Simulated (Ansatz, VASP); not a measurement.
## One calculation of Zr3SeS2, two programs

INCAR

```
SYSTEM = Zr3SeS2
ALGO = Normal
EDIFF = 1E-6
EDIFFG = -0.04
ENCUT = 600
GGA = PE
IBRION = 2
ISIF = 3
ISMEAR = 0
LASPH = .True.
LCHARG = .False.
LREAL = .False.
LWAVE = .False.
NELM = 100
NSW = 90
PREC = Accurate
SIGMA = 0.1
```

KPOINTS

```
k-points
0
Gamma
  4 4 4
  0 0 0
```

File POSCAR:

```
Zr3SeS2
1.0
    3.2767946800     -4.1636226600      0.0000000000
    3.2767946800      4.1636226600      0.0000000000
    0.0000000000      0.0000000000      4.9017530900
Zr Se S
3 1 2
Direct
    0.0000000000      0.5000000000      0.0000000000
    0.5000000000      0.0000000000      0.0000000000
    0.5000000000      0.5000000000      0.5000000000
    0.0000000000      0.0000000000      0.5000000000
    0.2219202200      0.7780797800      0.5000000000
    0.7780797800      0.2219202200      0.5000000000
```

Input for Ansatz:

```yaml
crystal:
  lattice:
    - [3.27679468, -4.16362266, 0.0]
    - [3.27679468, 4.16362266, 0.0]
    - [0.0, 0.0, 4.90175309]
  atoms:
    - { symbol: Zr, position: [0.0, 0.5, 0.0] }
    - { symbol: Zr, position: [0.5, 0.0, 0.0] }
    - { symbol: Zr, position: [0.5, 0.5, 0.5] }
    - { symbol: Se, position: [0.0, 0.0, 0.5] }
    - { symbol: S, position: [0.22192022, 0.77807978, 0.5] }
    - { symbol: S, position: [0.77807978, 0.22192022, 0.5] }
basis:
  ecutwfc: 420
kpoints:
  mp_grid: { grid: [4, 4, 4] }
hamiltonian:
  xc: pbe
scf:
  occupations: { method: gaussian, width: 0.1 }
  lower_state_search: "off"
output:
  forces: true
  stress: true
  eigenvalues: true
relax:
  adjacent_minimum: "off"
  f_tol: 0.04
  max_steps: 70
  cell: { stress_tol: 0.4 }
```

Alike in both runs: task relaxation of cell and atoms; functional PBE; k mesh 4 × 4 × 4; occupations gaussian, width 0.1 eV; no spin polarisation.

```csv
,VASP,Ansatz
version,VASP 6.6.1,Ansatz 0.2.0
potentials or method,"VASP PAW PBE potentials, release 64 (Zr_sv, Se, S), cutoff 600 eV","scalar-relativistic, plane waves, PAW"
valence electrons in the cell,54,64
```

|  | VASP | Ansatz | Ansatz less VASP |
| --- | --- | --- | --- |
| gap on the k mesh at the Fermi level, each at its own relaxed structure (eV) | none | none | - |
| relaxed volume (Å³/atom) | 22.66 | 22.68 | +0.017 |
| relaxed length of the cell vector where the two differ most in proportion (Å) | 3.844 | 3.851 | +0.0065 |

A gap of «none» marks a metal or a gap that the smearing closes. VASP's potentials hold 54 valence electrons a cell and Ansatz's 64, so a difference there can come from the potentials and not from the codes.
